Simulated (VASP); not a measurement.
Set up this calculation in VASP 6.6.1, as the native input.

```
Task                   : single point
Functional             : PBE
Potentials or basis    : VASP PAW PBE potentials, release 64 (Ce)
Cutoff                 : 500 eV
k mesh                 : 6 × 6 × 6
Occupations            : gaussian, width 0.05 eV
Spin                   : collinear spin, ferromagnetic start
Starting moments       : [0.05] μB
Dipole correction      : no
Further INCAR settings : ALGO = Normal; EDIFF = 1e-06; NBANDS = 16
```

The structure of Ce lies in POSCAR:

```
Ce
1.0
    0.0000000000      2.3562256123      2.3562256123
    2.3562256123      0.0000000000      2.3562256123
    2.3562256123      2.3562256123      0.0000000000
Ce
1
Direct
    0.0000000000      0.0000000000      0.0000000000
```

The input as run:

INCAR

```
ALGO = Normal
EDIFF = 1E-6
ENCUT = 500
GGA = PE
GGA_COMPAT = F
ISIF = 2
ISMEAR = 0
ISPIN = 2
LASPH = T
LCHARG = T
LELF = T
LMAXMIX = 6
LORBIT = 11
LREAL = F
LVHAR = T
LWAVE = F
MAGMOM = 0.05
NBANDS = 16
NELM = 200
PREC = Accurate
SIGMA = 0.05
```

KPOINTS

```
k-points
0
Gamma
  6 6 6
```

Potentials or basis: VASP PAW PBE potentials, release 64 (Ce).

The run is started by

```bash
$ cat potpaw_PBE.64/Ce/POTCAR > POTCAR
$ mpirun -np 1 vasp_std > vasp.out
```

It gave:

```
Pressure                                              : 0.1 GPa
Band gap on the k mesh                                : zero (filled and empty bands overlap)
Net moment                                            : 0.00 μB per cell
Valence electrons inside the program's atomic spheres : Ce 9.94
```

Caveat: the k points lie up to 0.38 Å⁻¹ apart; the magnetic or orbital state may not be the lowest; spin-orbit coupling is left out, which moves the levels of the heavy elements.

It took 11 s on 1 thread of Intel(R) Xeon(R) Platinum 8375C CPU @ 2.90GHz (Ice Lake) (shared host), peak memory 0.16 GiB.
